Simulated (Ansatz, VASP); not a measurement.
# One calculation of Pd, two programs

File INCAR:

```
  PREC = Accurate
  ENCUT = 520
  EDIFF = 1E-6
  ISMEAR = -1
  SIGMA = 0.05
  LREAL = F
  LASPH = T
  NELM = 150
  ALGO = Normal
  ISIF = 2
  LWAVE = F
  LCHARG = F
  ISPIN = 2
  MAGMOM = 0.5
  LORBIT = 11
  LMAXMIX = 4
  NBANDS = 15
```

File KPOINTS:

```
Automatic mesh
0
Gamma
  23 23 23
```

Contents of POSCAR:

```
Pd
1.0
    0.0000000000      1.8401707644      1.8401707644
    1.8401707644      0.0000000000      1.8401707644
    1.8401707644      1.8401707644      0.0000000000
Pd
1
Direct
    0.0000000000      0.0000000000      0.0000000000
```

Input for Ansatz:

```yaml
crystal:
  lattice:
    - [0.0, 1.8401707567, 1.8401707567]
    - [1.8401707567, 0.0, 1.8401707567]
    - [1.8401707567, 1.8401707567, 0.0]
  atoms:
    - { symbol: Pd, position: [0.0, 0.0, 0.0], spin: 0.5 }
hamiltonian:
  xc: lda
  pseudopotentials:
    kind: paw
    azcp:
      Pd: "pseudopotentials/Pd.paw.azcp"
basis:
  ecutwfc: 420
  fft_grid_basis: typed
kpoints:
  mp_grid: { grid: [23, 23, 23], shift: [0, 0, 0] }
magnetization:
  spin_polarized: true
scf:
  occupations: { method: fermi_dirac, width: 0.05 }
output:
  stress: true
```

Alike in both runs: task single point; functional LDA; k mesh 23 × 23 × 23; occupations fermi-dirac, width 0.05 eV; collinear spin.

|  | VASP | Ansatz |
| --- | --- | --- |
| version | VASP 6.6.1 | Ansatz 0.2.0 |
| potentials or method | VASP PAW LDA potentials, release 64 (Pd), cutoff 520 eV | plane waves (420 eV) with PAW, scalar-relativistic |
| valence electrons in the cell | 10 | 18 |

```tsv
	VASP	Ansatz	Ansatz less VASP
net moment per atom (μB)	0.00	0.00	0.000
```

Ansatz warns that its potentials were made for another functional, while VASP's fit it. LDA's correlation is that of Perdew and Zunger in VASP and of Perdew and Wang (1992) in Ansatz. VASP's potentials hold 10 valence electrons a cell and Ansatz's 18, so a difference there can come from the potentials and not from the codes. Ansatz's warnings: seeded moment not kept.
